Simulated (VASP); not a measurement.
# CoSi (Pm-3m) in VASP: single point with PBEsol

Aim: the single point of CoSi with PBEsol.

All numbers are computed with VASP 6.6.1; they aren't measurements. Logs are shortened: lines on timing, memory, paths and dates and some standing lists are left out, and cuts for length are marked.

## (1) The cell of the first run

The structure is cubic, space group Pm-3m (No. 221). The conventional cell has a = 2.752 Å, b = 2.752 Å, c = 2.752 Å, α = 90.00°, β = 90.00°, γ = 90.00°. Within 3.1 Å of Co (site symmetry m-3m) lie 8 Si at 2.38 Å and 6 Co at 2.75 Å. Si (site symmetry m-3m) has 8 Co at 2.38 Å and 6 Si at 2.75 Å within 3.1 Å.

## (2) Single point, PBEsol, collinear spin, ferromagnetic start

Input file INCAR:

```
ALGO = Normal ; EDIFF = 1E-6
ENCUT = 520 ; GGA = PS
ISIF = 2 ; ISMEAR = 0
ISPIN = 2 ; LASPH = True
LCHARG = False ; LMAXMIX = 4
LORBIT = 11 ; LREAL = False
LWAVE = False ; MAGMOM = 0.51 0
NBANDS = 18 ; NELM = 150
PREC = Accurate ; SIGMA = 0.15
```

Input file KPOINTS:

```
k-points
0
Gamma
  22 22 22
```

Input file POSCAR:

```
CoSi
1.0
    2.7520624448      0.0000000000      0.0000000000
    0.0000000000      2.7520624448      0.0000000000
    0.0000000000      0.0000000000      2.7520624448
Co Si
1 1
Direct
    0.0000000000      0.0000000000      0.0000000000
    0.5000000000      0.5000000000      0.5000000000
```

Potentials or basis: VASP PAW PBE potentials, release 64 (Co, Si).

Started as:

```sh
cat potpaw_PBE.64/Co/POTCAR potpaw_PBE.64/Si/POTCAR > POTCAR
mpirun -np 1 vasp_std > vasp.out
```

OUTCAR:

```text
EDIFF = 1E-6
   ENCUT = 520
   GGA = PS
   ISIF = 2
   ISMEAR = 0
   ISPIN = 2
   LASPH = True
   LORBIT = 11
   LREAL = False
   NELM = 150
   PREC = Accurate

 ion  position               nearest neighbor table
   1  0.000  0.000  0.000-   2 2.38   2 2.38   2 2.38   2 2.38   2 2.38   2 2.38   2 2.38   2 2.38

   2  0.500  0.500  0.500-   1 2.38   1 2.38   1 2.38   1 2.38   1 2.38   1 2.38   1 2.38   1 2.38

  LATTYP: Found a simple cubic cell.
 ALAT       =     2.7520624448

  Lattice vectors:

 A1 = (   2.7520624448,   0.0000000000,   0.0000000000)
 A2 = (   0.0000000000,   2.7520624448,   0.0000000000)
 A3 = (   0.0000000000,   0.0000000000,   2.7520624448)

Analysis of symmetry for initial positions (statically):
=====================================================================
 Subroutine PRICEL returns:
 Original cell was already a primitive cell.

 Routine SETGRP: Setting up the symmetry group for a
 simple cubic supercell.

 Subroutine GETGRP returns: Found 48 space group operations
 (whereof 48 operations were pure point group operations)
 out of a pool of 48 trial point group operations.

The static configuration has the point symmetry O_h .

Analysis of symmetry for dynamics (positions and initial velocities):
=====================================================================
 Subroutine PRICEL returns:
 Original cell was already a primitive cell.

 Routine SETGRP: Setting up the symmetry group for a
 simple cubic supercell.

 Subroutine GETGRP returns: Found 48 space group operations
 (whereof 48 operations were pure point group operations)
 out of a pool of 48 trial point group operations.

The dynamic configuration has the point symmetry O_h .

Analysis of structural, dynamic, and magnetic symmetry:
=====================================================================
 Subroutine PRICEL returns:
 Original cell was already a primitive cell.

 Routine SETGRP: Setting up the symmetry group for a
 simple cubic supercell.

 Subroutine GETGRP returns: Found 48 space group operations
 (whereof 48 operations were pure point group operations)
 out of a pool of 48 trial point group operations.

The overall configuration has the point symmetry O_h .

 Subroutine INISYM returns: Found 48 space group operations
 (whereof 48 operations are pure point group operations),
 and found     1 'primitive' translations

----------------------------------------------------------------------------------------

                                     Primitive cell

  volume of cell :      20.8437

  direct lattice vectors                    reciprocal lattice vectors
     2.752062445  0.000000000  0.000000000     0.363363848  0.000000000  0.000000000
     0.000000000  2.752062445  0.000000000     0.000000000  0.363363848  0.000000000
     0.000000000  0.000000000  2.752062445     0.000000000  0.000000000  0.363363848

  length of vectors
     2.752062445  2.752062445  2.752062445     0.363363848  0.363363848  0.363363848

  position of ions in fractional coordinates (direct lattice)
     0.000000000  0.000000000  0.000000000
     0.500000000  0.500000000  0.500000000

  ion indices of the primitive-cell ions
   primitive index   ion index
                 1           1
                 2           2

----------------------------------------------------------------------------------------

 KPOINTS: k-points

Automatic generation of k-mesh.
 Grid dimensions read from file:
 generate k-points for:   22   22   22

 Generating k-lattice:

  Cartesian coordinates                     Fractional coordinates (reciprocal lattice)
     0.016516539  0.000000000  0.000000000     0.045454545  0.000000000  0.000000000
     0.000000000  0.016516539  0.000000000     0.000000000  0.045454545  0.000000000
     0.000000000  0.000000000  0.016516539     0.000000000  0.000000000  0.045454545

  Length of vectors
     0.016516539  0.016516539  0.016516539

  Shift w.r.t. Gamma in fractional coordinates (k-lattice)
     0.000000000  0.000000000  0.000000000

 Subroutine IBZKPT returns following result:
 ===========================================

 Found    364 irreducible k-points:

 Following reciprocal coordinates:
            Coordinates               Weight
  0.000000  0.000000  0.000000      1.000000
  0.045455  0.000000  0.000000      6.000000
  0.090909  0.000000  0.000000      6.000000
  0.136364  0.000000  0.000000      6.000000
  0.181818  0.000000  0.000000      6.000000
  0.227273  0.000000  0.000000      6.000000
[... 16 lines left out ...]
  0.500000  0.045455  0.000000     12.000000
  0.090909  0.090909  0.000000     12.000000
 [... further k-points ...]
   k-points           NKPTS =    364   k-points in BZ     NKDIM =    364   number of bands    NBANDS=     18
   number of dos      NEDOS =    301   number of ions     NIONS =      2
   total plane-waves  NPLWV =   8000
   dimension x,y,z NGX =    20 NGY =   20 NGZ =   20
   dimension x,y,z NGXF=    40 NGYF=   40 NGZF=   40
   ions per type =               1   1
   NGX,Y,Z   is equivalent  to a cutoff of  12.08, 12.08, 12.08 a.u.
   NGXF,Y,Z  is equivalent  to a cutoff of  24.16, 24.16, 24.16 a.u.
 SYSTEM =  unknown system
   PREC   = accura    normal or accurate (medium, high low for compatibility)
   ISTART =      0    job   : 0-new  1-cont  2-samecut
   ICHARG =      2    charge: 1-file 2-atom 10-const
   ISPIN  =      2    spin polarized calculation?
   LNONCOLLINEAR =      F non collinear calculations
   LSORBIT =      F    spin-orbit coupling
   LASPH  =      T    aspherical Exc in radial PAW
   ENCUT  =  520.0 eV  38.22 Ry    6.18 a.u.   5.12  5.12  5.12*2*pi/ulx,y,z
   NELM   =    150;   NELMIN=  2; NELMDL= -5     # of ELM steps
   EDIFF  = 0.1E-05   stopping-criterion for ELM
   LREAL  =      F    real-space projection
   EDIFFG = 0.1E-04   stopping-criterion for IOM
   NSW    =      0    number of steps for IOM
   IBRION =     -1    ionic relax: 0-MD 1-quasi-New 2-CG
   NFREE  =      0    steps in history (QN), initial steepest desc. (CG)
   ISIF   =      2    stress and relaxation
   ISYM   =      2    0-nonsym 1-usesym 2-fastsym
   POTIM  = 0.5000    time-step for ionic-motion
   TEBEG  =    0.0;   TEEND  =   0.0 temperature during run
   PSTRESS=    0.0 pullay stress
   NELECT =      13.0000    total number of electrons
   NUPDOWN=      -1.0000    fix difference up-down
   EMIN   =  10.00;   EMAX   =-10.00  energy-range for DOS
   EFERMI =   0.00;   METHOD = LEGACY
   ISMEAR =     0;   SIGMA  =   0.15  broadening in eV -4-tet -1-fermi 0-gaus
   EFERMI_NEDOS =   21; number of points for ismear=-14 and -15
   IALGO  =     38    algorithm
   IMIX   =      4    mixing-type and parameters
     AMIX     =   0.40;   BMIX     =  1.00
     AMIX_MAG =   1.60;   BMIX_MAG =  1.00
  volume/ion in A,a.u.               =      10.42        70.33
  Fermi-wavevector in a.u.,A,eV,Ry     =   1.398721  2.643199 26.618704  1.956420
  Thomas-Fermi vector in A             =   2.521851
   LORBIT       =     11    0 simple, 1 ext, 2 COOP (PROOUT), +10 PAW based schemes
   GGA     = PS    functional components
   LHFCALC =     F    Hartree Fock is set to
   AEXX    =    0.0000 exact exchange contribution
   IVDW    =     0    specifies the selected vdW correction
   LEPSILON=     F    determine dielectric tensor
   LRPA    =     F    only Hartree local field effects (RPA)
 spin polarized calculation
 Gauss-broadening in eV      SIGMA  =   0.15
  energy-cutoff  :      520.00
  volume of cell :       20.84
 maximum number of plane-waves:       587
   NGX = 11   NGY = 11   NGZ = 11

 number of electron      13.0000015 magnetization       0.4494019

 Free energy of the ion-electron system (eV)
  ---------------------------------------------------
  ext. energy  EPLUGINS =         0.00000000
  ---------------------------------------------------
  free energy    TOTEN  =       -14.55916871 eV

  energy without entropy =      -14.53650421  energy(sigma->0) =      -14.54783646

 E-fermi :  13.2317     XC(G=0): -13.2092

 val. band max:       13.2302742282   @ k =   0.2273   0.0000   0.0000
 cond. band min:      13.2333512229   @ k =   0.5000   0.3182   0.1818
 fundamental gap:      0.0030769947
 Fermi energy:        13.2317189057

 spin component 1

 k-point     1 :       0.0000    0.0000    0.0000
  band No.  band energies     occupation
      1      -1.2999      1.00000
      2       8.9918      1.00000
      3       8.9918      1.00000
      4      11.6681      1.00000
      5      11.6681      1.00000
      6      11.6681      1.00000
[... 10 lines left out ...]
     17      36.9325      0.00000
     18      36.9325      0.00000

 k-point     2 :       0.0455    0.0000    0.0000
  band No.  band energies     occupation
      1      -1.2591      1.00000
      2       8.9732      1.00000
      3       9.0060      1.00000
      4      11.6300      1.00000
      5      11.6300      1.00000
      6      11.6712      1.00000
[... 10 lines left out ...]
     17      37.1822      0.00000
     18      37.1853      0.00000

 k-point     3 :       0.0909    0.0000    0.0000
  band No.  band energies     occupation
      1      -1.1368      1.00000
      2       8.9078      1.00000
      3       9.0479      1.00000
      4      11.5237      1.00000
      5      11.5237      1.00000
      6      11.6805      1.00000
[... 10 lines left out ...]
     17      36.5701      0.00000
     18      37.5362      0.00000

 k-point     4 :       0.1364    0.0000    0.0000
  band No.  band energies     occupation
      1      -0.9341      1.00000
      2       8.7677      1.00000
      3       9.1149      1.00000
      4      11.3687      1.00000
      5      11.3687      1.00000
      6      11.6951      1.00000
[... 375 lines left out ...]
      4      10.3423      1.00000
      5      10.3849      1.00000
      6      11.7998      1.00000
[... 10 lines left out ...]
     17      37.2921      0.00000
     18      41.6873      0.00000

 k-point    23 :       0.5000    0.0455    0.0000
  band No.  band energies     occupation
      1       2.7341      1.00000
      2       4.1979      1.00000
      3       9.7886      1.00000
      4      10.3207      1.00000
      5      10.3650      1.00000
      6      11.8032      1.00000
[... 10 lines left out ...]
     17      37.7785      0.00000
     18      42.2025      0.00000

 k-point    24 :       0.0909    0.0909    0.0000
  band No.  band energies     occupation
      1      -0.9749      1.00000
      2       8.9139      1.00000
      3       9.0264      1.00000
      4      11.3597      1.00000
      5      11.4823      1.00000
      6      11.6010      1.00000
[... 10 lines left out ...]
     17      36.1684      0.00000
     18      37.9211      0.00000

 [... further k-points ...]

 spin component 2

 k-point     1 :       0.0000    0.0000    0.0000
  band No.  band energies     occupation
      1      -1.2811      1.00000
      2       9.4429      1.00000
      3       9.4429      1.00000
      4      11.9836      1.00000
      5      11.9836      1.00000
      6      11.9836      1.00000
[... 10 lines left out ...]
     17      36.9280      0.00000
     18      36.9280      0.00000

 k-point     2 :       0.0455    0.0000    0.0000
  band No.  band energies     occupation
      1      -1.2403      1.00000
      2       9.4168      1.00000
      3       9.4584      1.00000
      4      11.9426      1.00000
      5      11.9426      1.00000
      6      11.9869      1.00000
[... 10 lines left out ...]
     17      37.1822      0.00000
     18      37.1829      0.00000

 k-point     3 :       0.0909    0.0000    0.0000
  band No.  band energies     occupation
      1      -1.1180      1.00000
      2       9.3274      1.00000
      3       9.5042      1.00000
      4      11.8286      1.00000
      5      11.8286      1.00000
      6      11.9966      1.00000
[... 10 lines left out ...]
     17      36.6594      0.00000
     18      37.5524      0.00000

 k-point     4 :       0.1364    0.0000    0.0000
  band No.  band energies     occupation
      1      -0.9153      1.00000
      2       9.1429      1.00000
      3       9.5778      1.00000
      4      11.6639      1.00000
      5      11.6639      1.00000
      6      12.0118      1.00000
[... 375 lines left out ...]
      4      10.5979      1.00000
      5      10.6419      1.00000
      6      12.1209      1.00000
[... 10 lines left out ...]
     17      37.3434      0.00000
     18      41.7228      0.00000

 k-point    23 :       0.5000    0.0455    0.0000
  band No.  band energies     occupation
      1       2.7471      1.00000
      2       4.2569      1.00000
      3      10.3267      1.00000
      4      10.5727      1.00000
      5      10.6215      1.00000
      6      12.1244      1.00000
[... 10 lines left out ...]
     17      37.8280      0.00000
     18      42.2871      0.00000

 k-point    24 :       0.0909    0.0909    0.0000
  band No.  band energies     occupation
      1      -0.9560      1.00000
      2       9.3245      1.00000
      3       9.4664      1.00000
      4      11.6565      1.00000
      5      11.7820      1.00000
      6      11.9139      1.00000
[... 10 lines left out ...]
     17      36.2239      0.00000
     18      37.9673      0.00000

 [... further k-points ...]
[... 5 lines left out ...]
  --------------------------------------------------------------------------------------
  -------------------------------------------------------------------------------------
  Total        0.0373405      0.0373405      0.0373405     -0.0000000     -0.0000000     -0.0000000
  in kB        2.8702217      2.8702217      2.8702217     -0.0000000     -0.0000000     -0.0000000
  external PRESSURE =       2.8702217 kB  Pullay stress =       0.0000000 kB

 VOLUME and BASIS-vectors are now :
 -----------------------------------------------------------------------------
  energy-cutoff  :      520.00
  volume of cell :       20.84
      direct lattice vectors                 reciprocal lattice vectors
     2.752062445  0.000000000  0.000000000     0.363363848  0.000000000  0.000000000
     0.000000000  2.752062445  0.000000000     0.000000000  0.363363848  0.000000000
     0.000000000  0.000000000  2.752062445     0.000000000  0.000000000  0.363363848

 POSITION                                       TOTAL-FORCE (eV/Angst)
 -----------------------------------------------------------------------------------
      0.00000      0.00000      0.00000         0.000000      0.000000      0.000000
      1.37603      1.37603      1.37603         0.000000      0.000000      0.000000
 -----------------------------------------------------------------------------------
    total drift:                                0.000000      0.000000      0.000000

  FREE ENERGIE OF THE ION-ELECTRON SYSTEM (eV)
  ---------------------------------------------------
  free  energy   TOTEN  =       -14.5591687141 eV

  energy  without entropy=      -14.5365042099  energy(sigma->0) =      -14.54783646

 total charge

# of ion       s       p       d       tot
------------------------------------------
    1        0.455   0.625   7.621   8.701
    2        0.705   0.883   0.000   1.589
--------------------------------------------------
tot          1.160   1.508   7.621  10.290

 magnetization (x)

# of ion       s       p       d       tot
------------------------------------------
    1        0.006   0.002   0.438   0.447
    2        0.001   0.009   0.000   0.010
--------------------------------------------------
tot          0.008   0.011   0.438   0.457
```

Wall time 3.6 min (1 thread of Intel Xeon Platinum 8375C at 2.90GHz (Ice Lake), shared host); peak memory 0.29 GiB.

Results:

```yaml
Free_energy: -14.5592 eV
Pressure: 0.3 GPa
Net_moment: 0.45 μB per cell
Site_moments: Co +0.45; Si +0.01 μB
Valence_electrons_inside_the_program's_atomic_spheres: Co 8.70; Si 1.59
```

Caveat: the PAW data sets were made with another functional, which shifts forces and pressure a little.
